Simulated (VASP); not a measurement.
# BN (P6_3mc) in VASP: a series of runs, part 2 of 2

VASP 6.6.1. Earlier steps stand in the parts before.

## Step 3: Relaxation of the atoms, r2SCAN

This run uses another cell than the first one, of 5.54 Å³/atom.

The input, POSCAR:

```
BN
1.0
    2.4914815700      0.0000000000      0.0000000000
   -1.2457407800      2.1576863300      0.0000000000
    0.0000000000      0.0000000000      4.1211120500
B N
2 2
Direct
    0.6666666700      0.3333333300      0.0001583200
    0.3333333300      0.6666666700      0.5001583200
    0.6666666700      0.3333333300      0.3748416800
    0.3333333300      0.6666666700      0.8748416800
```

The input, INCAR.step1:

```
PREC = Accurate
ENCUT = 520
ISMEAR = -1
SIGMA = 0.02
LREAL = False
LASPH = True
NELM = 60
GGA = PE
ALGO = Normal
EDIFF = 1E-4
LWAVE = True
LCHARG = False
```

The input, INCAR.step2:

```
PREC = Accurate
ENCUT = 520
EDIFF = 1E-7
ISMEAR = -1
SIGMA = 0.02
LREAL = False
LASPH = True
NELM = 60
ALGO = Normal
ISIF = 2
LWAVE = False
LCHARG = False
METAGGA = R2SCAN
LMIXTAU = True
IBRION = 2
NSW = 50
EDIFFG = -0.01
ISTART = 1
```

The input, KPOINTS:

```
Automatic mesh
0
Gamma
  12 12 8
```

Potentials or basis: VASP PAW PBE potentials, release 64 (B, N).

On the command line:

```bash
cat potpaw_PBE.64/B/POTCAR potpaw_PBE.64/N/POTCAR > POTCAR
cp INCAR.step1 INCAR
mpirun -np 1 vasp_std > vasp.out
cp INCAR.step2 INCAR
mpirun -np 1 vasp_std > vasp.out
```

OUTCAR:

```text
PREC = Accurate
   ENCUT = 520
   EDIFF = 1E-7
   ISMEAR = -1
   LREAL = False
   LASPH = True
   NELM = 60
   ISIF = 2
   METAGGA = R2SCAN
   IBRION = 2
   NSW = 50
   EDIFFG = -0.01
   ISTART = 1

 ion  position               nearest neighbor table
   1  0.667  0.333  0.000-   4 1.53   4 1.53   4 1.53   3 1.54
   2  0.333  0.667  0.500-   3 1.53   3 1.53   3 1.53   4 1.54
   3  0.667  0.333  0.375-   2 1.53   2 1.53   2 1.53   1 1.54
   4  0.333  0.667  0.875-   1 1.53   1 1.53   1 1.53   2 1.54

  LATTYP: Found a hexagonal cell.
 ALAT       =     2.4914815700
 C/A-ratio  =     1.6540808889

  Lattice vectors:

 A1 = (   2.4914815700,   0.0000000000,   0.0000000000)
 A2 = (  -1.2457407800,   2.1576863300,   0.0000000000)
 A3 = (   0.0000000000,   0.0000000000,   4.1211120500)

Analysis of symmetry for initial positions (statically):
=====================================================================
 Subroutine PRICEL returns:
 Original cell was already a primitive cell.

 Routine SETGRP: Setting up the symmetry group for a
 hexagonal supercell.

 Subroutine GETGRP returns: Found 12 space group operations
 (whereof  6 operations were pure point group operations)
 out of a pool of 24 trial point group operations.

The static configuration has the point symmetry C_3v.
 The point group associated with its full space group is C_6v.

Analysis of symmetry for dynamics (positions and initial velocities):
=====================================================================
 Subroutine PRICEL returns:
 Original cell was already a primitive cell.

 Routine SETGRP: Setting up the symmetry group for a
 hexagonal supercell.

 Subroutine GETGRP returns: Found 12 space group operations
 (whereof  6 operations were pure point group operations)
 out of a pool of 24 trial point group operations.

The dynamic configuration has the point symmetry C_3v.
 The point group associated with its full space group is C_6v.

 Subroutine INISYM returns: Found 12 space group operations
 (whereof  6 operations are pure point group operations),
 and found     1 'primitive' translations

----------------------------------------------------------------------------------------

                                     Primitive cell

  volume of cell :      22.1544

  direct lattice vectors                    reciprocal lattice vectors
     2.491481570  0.000000000  0.000000000     0.401367609  0.231729696  0.000000000
    -1.245740780  2.157686330  0.000000000     0.000000000  0.463459394  0.000000000
     0.000000000  0.000000000  4.121112050     0.000000000  0.000000000  0.242652951

  length of vectors
     2.491481570  2.491481565  4.121112050     0.463459394  0.463459394  0.242652951

  position of ions in fractional coordinates (direct lattice)
     0.666666670  0.333333330  0.000158320
     0.333333330  0.666666670  0.500158320
     0.666666670  0.333333330  0.374841680
     0.333333330  0.666666670  0.874841680

  ion indices of the primitive-cell ions
   primitive index   ion index
                 1           1
                 2           2
                 3           3
                 4           4

[... 63 lines left out ...]
   ISTART =      1    job   : 0-new  1-cont  2-samecut
   ICHARG =      0    charge: 1-file 2-atom 10-const
   ISPIN  =      1    spin polarized calculation?
   LNONCOLLINEAR =      F non collinear calculations
   LSORBIT =      F    spin-orbit coupling
   LASPH  =      T    aspherical Exc in radial PAW
   ENCUT  =  520.0 eV  38.22 Ry    6.18 a.u.   4.63  4.63  7.66*2*pi/ulx,y,z
   NELM   =     60;   NELMIN=  2; NELMDL=  0     # of ELM steps
   EDIFF  = 0.1E-06   stopping-criterion for ELM
   LREAL  =      F    real-space projection
   EDIFFG = -.1E-01   stopping-criterion for IOM
   NSW    =     50    number of steps for IOM
   IBRION =      2    ionic relax: 0-MD 1-quasi-New 2-CG
   NFREE  =      1    steps in history (QN), initial steepest desc. (CG)
   ISIF   =      2    stress and relaxation
   ISYM   =      2    0-nonsym 1-usesym 2-fastsym
   POTIM  = 0.5000    time-step for ionic-motion
   TEBEG  =    0.0;   TEEND  =   0.0 temperature during run
   PSTRESS=    0.0 pullay stress
   NELECT =      16.0000    total number of electrons
   NUPDOWN=      -1.0000    fix difference up-down
   EMIN   =  10.00;   EMAX   =-10.00  energy-range for DOS
   EFERMI =   0.00;   METHOD = LEGACY
   ISMEAR =    -1;   SIGMA  =   0.02  broadening in eV -4-tet -1-fermi 0-gaus
   EFERMI_NEDOS =   21; number of points for ismear=-14 and -15
   IALGO  =     38    algorithm
   IMIX   =      4    mixing-type and parameters
     AMIX     =   0.40;   BMIX     =  1.00
     AMIX_MAG =   1.60;   BMIX_MAG =  1.00
  volume/ion in A,a.u.               =       5.54        37.38
  Fermi-wavevector in a.u.,A,eV,Ry     =   1.468796  2.775621 29.352671  2.157360
  Thomas-Fermi vector in A             =   2.584250
   LORBIT       =      0    0 simple, 1 ext, 2 COOP (PROOUT), +10 PAW based schemes
   METAGGA = R2SCAN    functional components
   LHFCALC =     F    Hartree Fock is set to
   AEXX    =    0.0000 exact exchange contribution
   IVDW    =     0    specifies the selected vdW correction
   LEPSILON=     F    determine dielectric tensor
   LRPA    =     F    only Hartree local field effects (RPA)
 conjugate gradient relaxation of ions
 non-spin polarized calculation
  energy-cutoff  :      520.00
  volume of cell :       22.15
 maximum number of plane-waves:       609
 NGX is ok and might be reduce to    20
   NGX =  9   NGY =  9   NGZ = 15

--------------------------------------- Ionic step        1  -------------------------------------------

 number of electron      15.9999998 magnetization

 Free energy of the ion-electron system (eV)
  ---------------------------------------------------
  ext. energy  EPLUGINS =         0.00000000
  ---------------------------------------------------
  free energy    TOTEN  =       -38.13501974 eV

  energy without entropy =      -38.13501974  energy(sigma->0) =      -38.13501974

------------------------ aborting loop because EDIFF is reached ----------------------------------------

  FORCE on cell =-STRESS in cart. coord.  units (eV):
  Direction    XX          YY          ZZ          XY          YZ          ZX
  --------------------------------------------------------------------------------------
  -------------------------------------------------------------------------------------
  Total        3.9721393      3.9721393      4.0087890      0.0000000      0.0000000      0.0000000
  in kB      287.2596622    287.2596615    289.9101121      0.0000007      0.0000000      0.0000000
  external PRESSURE =     288.1431452 kB  Pullay stress =       0.0000000 kB
[... 63 lines left out ...]
--------------------------------------- Ionic step        3  -------------------------------------------

 number of electron      15.9999998 magnetization

 Free energy of the ion-electron system (eV)
  ---------------------------------------------------
  ext. energy  EPLUGINS =         0.00000000
  ---------------------------------------------------
  free energy    TOTEN  =       -38.13517057 eV

  energy without entropy =      -38.13517057  energy(sigma->0) =      -38.13517057

 E-fermi :   8.6388     XC(G=0): -13.9804

 val. band max:        8.2420860925   @ k =   0.0000   0.0000   0.0000
 cond. band min:      13.8305552989   @ k =   0.3333   0.3333   0.0000
 fundamental gap:      5.5884692065
 Fermi energy:         8.6388145743

 k-point     1 :       0.0000    0.0000    0.0000
  band No.  band energies     occupation
      1     -14.0213      2.00000
      2      -9.4764      2.00000
      3      -3.7317      2.00000
      4       5.8830      2.00000
      5       5.8830      2.00000
      6       7.9149      2.00000
      7       8.2421      2.00000
      8       8.2421      2.00000
      9      17.5673      0.00000
     10      17.5673      0.00000
     11      17.9280      0.00000
     12      19.2657      0.00000
[... 331 lines left out ...]
 k-point    24 :       0.3333    0.0000    0.1250
  band No.  band energies     occupation
      1     -11.4226      2.00000
      2      -8.1598      2.00000
      3      -1.4318      2.00000
      4      -0.1776      2.00000
      5       1.9023      2.00000
      6       3.4012      2.00000
      7       5.4209      2.00000
      8       6.2546      2.00000
      9      16.0194      0.00000
     10      17.7002      0.00000
     11      20.1287      0.00000
     12      20.7510      0.00000

 [... further k-points ...]

------------------------ aborting loop because EDIFF is reached ----------------------------------------

  FORCE on cell =-STRESS in cart. coord.  units (eV):
  Direction    XX          YY          ZZ          XY          YZ          ZX
  --------------------------------------------------------------------------------------
  -------------------------------------------------------------------------------------
  Total        3.9596634      3.9596634      4.0219062      0.0000000      0.0000000     -0.0000000
  in kB      286.3574183    286.3574175    290.8587341      0.0000007      0.0000000     -0.0000000
  external PRESSURE =     287.8578566 kB  Pullay stress =       0.0000000 kB
[... 19 lines left out ...]
  FREE ENERGIE OF THE ION-ELECTRON SYSTEM (eV)
  ---------------------------------------------------
  free  energy   TOTEN  =       -38.1351705712 eV

  energy  without entropy=      -38.1351705712  energy(sigma->0) =      -38.13517057

 reached required accuracy - stopping structural energy minimisation
```

Wall time 2.1 min (1 thread of AMD EPYC 9R45 (Zen 5), shared host); peak memory 0.12 GiB.

Results:

```
Free energy               : -38.1352 eV
Energy gained by relaxing : 0.0 meV/atom
Ionic steps               : 3
Pressure after relaxing   : 28.8 GPa
Band gap on the k mesh    : 5.59 eV (least direct gap 9.28 eV)
```

Step by step:
```
step  energy change (eV)  largest force (eV/Å)  pressure (GPa)
   1              0.0000                0.0644           28.81
   2              0.0003                0.1080           28.75
   3             -0.0002                0.0001           28.79
```

Final structure:
```yaml
crystal:
  lattice:
    - [2.49148, 0.00000, 0.00000]
    - [-1.24574, 2.15769, 0.00000]
    - [0.00000, 0.00000, 4.12111]
  atoms:
    - { symbol: B, position: [0.66667, 0.33333, 0.00044] }
    - { symbol: B, position: [0.33333, 0.66667, 0.50044] }
    - { symbol: N, position: [0.66667, 0.33333, 0.37456] }
    - { symbol: N, position: [0.33333, 0.66667, 0.87456] }
```

Levels at points of the mesh, in eV from the valence-band top:
| k point | band 4 | band 5 | band 6 | band 7 | band 8 | band 9 | band 10 | band 11 | band 12 |
| --- | --- | --- | --- | --- | --- | --- | --- | --- | --- |
| (0.00, 0.00, 0.00) | -2.36 | -2.36 | -0.33 | 0.00 | 0.00 | 9.33 | 9.33 | 9.69 | 11.02 |
| (0.50, 0.00, 0.00) | -8.55 | -7.61 | -5.53 | -4.89 | -2.33 | 7.53 | 8.79 | 11.68 | 12.82 |
| (0.00, 0.00, 0.50) | -6.27 | -1.31 | -1.31 | -1.31 | -1.31 | 10.85 | 10.85 | 11.02 | 11.02 |
| (0.50, 0.00, 0.50) | -10.98 | -4.18 | -4.18 | -3.97 | -3.97 | 7.43 | 7.43 | 11.16 | 11.16 |

Caveat: the PAW data sets were made with another functional, which shifts forces and pressure a little.

## Step 4: Relaxation of the atoms, r2SCAN

This run uses another cell than the first one, of 5.66 Å³/atom.

The input, POSCAR:

```
BN
1.0
    2.5090277900      0.0000000000      0.0000000000
   -1.2545139000      2.1728818100      0.0000000000
    0.0000000000      0.0000000000      4.1501349200
B N
2 2
Direct
    0.6666666700      0.3333333300      0.0001583200
    0.3333333300      0.6666666700      0.5001583200
    0.6666666700      0.3333333300      0.3748416800
    0.3333333300      0.6666666700      0.8748416800
```

The input, INCAR.step1:

```
ALGO = Normal
EDIFF = 1E-4
ENCUT = 520
GGA = PE
ISMEAR = -1
LASPH = T
LCHARG = F
LREAL = F
LWAVE = T
NELM = 100
PREC = Accurate
SIGMA = 0.02
```

The input, INCAR.step2:

```
ALGO = Normal
EDIFF = 1E-6
EDIFFG = -0.01
ENCUT = 520
IBRION = 2
ISIF = 2
ISMEAR = -1
ISTART = 1
LASPH = T
LCHARG = F
LMIXTAU = T
LREAL = F
LWAVE = F
METAGGA = R2SCAN
NELM = 100
NSW = 50
PREC = Accurate
SIGMA = 0.02
```

The input, KPOINTS:

```
k-points
0
Gamma
  12 12 8
```

Potentials or basis: VASP PAW PBE potentials, release 64 (B, N).

On the command line:

```bash
cat potpaw_PBE.64/B/POTCAR potpaw_PBE.64/N/POTCAR > POTCAR
cp INCAR.step1 INCAR
mpirun -np 1 vasp_std > vasp.out
cp INCAR.step2 INCAR
mpirun -np 1 vasp_std > vasp.out
```

OUTCAR:

```text
EDIFF = 1E-6
   EDIFFG = -0.01
   ENCUT = 520
   IBRION = 2
   ISIF = 2
   ISMEAR = -1
   ISTART = 1
   LASPH = T
   LREAL = F
   METAGGA = R2SCAN
   NELM = 100
   NSW = 50
   PREC = Accurate

 ion  position               nearest neighbor table
   1  0.667  0.333  0.000-   4 1.54   4 1.54   4 1.54   3 1.55
   2  0.333  0.667  0.500-   3 1.54   3 1.54   3 1.54   4 1.55
   3  0.667  0.333  0.375-   2 1.54   2 1.54   2 1.54   1 1.55
   4  0.333  0.667  0.875-   1 1.54   1 1.54   1 1.54   2 1.55

  LATTYP: Found a hexagonal cell.
 ALAT       =     2.5090277900
 C/A-ratio  =     1.6540808900

  Lattice vectors:

 A1 = (   2.5090277900,   0.0000000000,   0.0000000000)
 A2 = (  -1.2545139000,   2.1728818100,   0.0000000000)
 A3 = (   0.0000000000,   0.0000000000,   4.1501349200)

Analysis of symmetry for initial positions (statically):
=====================================================================
 Subroutine PRICEL returns:
 Original cell was already a primitive cell.

 Routine SETGRP: Setting up the symmetry group for a
 hexagonal supercell.

 Subroutine GETGRP returns: Found 12 space group operations
 (whereof  6 operations were pure point group operations)
 out of a pool of 24 trial point group operations.

The static configuration has the point symmetry C_3v.
 The point group associated with its full space group is C_6v.

Analysis of symmetry for dynamics (positions and initial velocities):
[... 240 lines left out ...]

 number of electron      15.9999998 magnetization

 Free energy of the ion-electron system (eV)
  ---------------------------------------------------
  ext. energy  EPLUGINS =         0.00000000
  ---------------------------------------------------
  free energy    TOTEN  =       -38.20604773 eV

  energy without entropy =      -38.20604773  energy(sigma->0) =      -38.20604773

 E-fermi :   8.4316     XC(G=0): -13.8668

 val. band max:        7.9630395693   @ k =   0.0000   0.0000   0.0000
 cond. band min:      13.5970493092   @ k =   0.3333   0.3333   0.0000
 fundamental gap:      5.6340097400
 Fermi energy:         8.4316342836

 k-point     1 :       0.0000    0.0000    0.0000
  band No.  band energies     occupation
      1     -14.0367      2.00000
      2      -9.5955      2.00000
      3      -3.7912      2.00000
      4       5.6552      2.00000
      5       5.6552      2.00000
      6       7.6544      2.00000
      7       7.9630      2.00000
      8       7.9630      2.00000
      9      17.2042      0.00000
     10      17.2042      0.00000
     11      17.5263      0.00000
     12      18.7119      0.00000
[... 331 lines left out ...]
 k-point    24 :       0.3333    0.0000    0.1250
  band No.  band energies     occupation
      1     -11.4857      2.00000
      2      -8.3066      2.00000
      3      -1.5358      2.00000
      4      -0.3083      2.00000
      5       1.7101      2.00000
      6       3.2259      2.00000
      7       5.2117      2.00000
      8       6.0167      2.00000
      9      15.6530      0.00000
     10      17.3307      0.00000
     11      19.7302      0.00000
     12      20.2945      0.00000

 [... further k-points ...]

------------------------ aborting loop because EDIFF is reached ----------------------------------------

  FORCE on cell =-STRESS in cart. coord.  units (eV):
  Direction    XX          YY          ZZ          XY          YZ          ZX
  --------------------------------------------------------------------------------------
  -------------------------------------------------------------------------------------
  Total        2.6413325      2.6413325      2.6744884     -0.0000000      0.0000000      0.0000000
  in kB      187.0380066    187.0380075    189.3858409     -0.0000004      0.0000000      0.0000000
  external PRESSURE =     187.8206183 kB  Pullay stress =       0.0000000 kB
[... 19 lines left out ...]
  FREE ENERGIE OF THE ION-ELECTRON SYSTEM (eV)
  ---------------------------------------------------
  free  energy   TOTEN  =       -38.2060477268 eV

  energy  without entropy=      -38.2060477268  energy(sigma->0) =      -38.20604773

 reached required accuracy - stopping structural energy minimisation
```

Run time: 1.8 min. Hardware: 1 thread of AMD EPYC 9R45 (Zen 5), shared host; peak memory 0.12 GiB.

What came out:

* Free energy: -38.2060 eV
* Energy gained by relaxing: 0.0 meV/atom
* Ionic steps: 3
* Pressure after relaxing: 18.8 GPa
* Band gap on the k mesh: 5.63 eV (least direct gap 9.18 eV)

Final structure:
```yaml
crystal:
  lattice:
    - [2.50903, 0.00000, 0.00000]
    - [-1.25451, 2.17288, 0.00000]
    - [0.00000, 0.00000, 4.15013]
  atoms:
    - { symbol: B, position: [0.66667, 0.33333, 0.00037] }
    - { symbol: B, position: [0.33333, 0.66667, 0.50037] }
    - { symbol: N, position: [0.66667, 0.33333, 0.37463] }
    - { symbol: N, position: [0.33333, 0.66667, 0.87463] }
```

Caveat: the PAW data sets were made with another functional, which shifts forces and pressure a little.

## Step 5: The runs side by side

```csv
task,potentials or basis,cell,cutoff (eV),gap on the mesh (eV),pressure (GPa)
single point,"VASP PAW PBE potentials, release 64 (B_h, N_h)","a = 2.577, b = 2.577, c = 4.262 Å, angles 90.0, 90.0, 120.0°, 4 atoms",910,5.80,-14.6
relaxation of the atoms,"VASP PAW PBE potentials, release 64 (B, N)","atoms relaxed from a = 2.491, b = 2.491, c = 4.121 Å, angles 90.0, 90.0, 120.0°, 4 atoms",520,5.59,28.8
relaxation of the atoms,"VASP PAW PBE potentials, release 64 (B, N)","atoms relaxed from a = 2.509, b = 2.509, c = 4.150 Å, angles 90.0, 90.0, 120.0°, 4 atoms",520,5.63,18.8
```

Alike in all rows: level r2SCAN; no spin polarisation; k mesh 12 × 12 × 8; smearing fermi-dirac 0.02 eV.

Caveats: the PAW data sets were made with another functional, which shifts forces and pressure a little; the cutoff is under 1.25 times the usual one of these potentials, so pressure, stress and relaxed cells hold a basis-set (Pulay) error (at least some runs); the cell stands under tension (at least some runs).

Absolute energies hang on the potentials; compare differences alone.
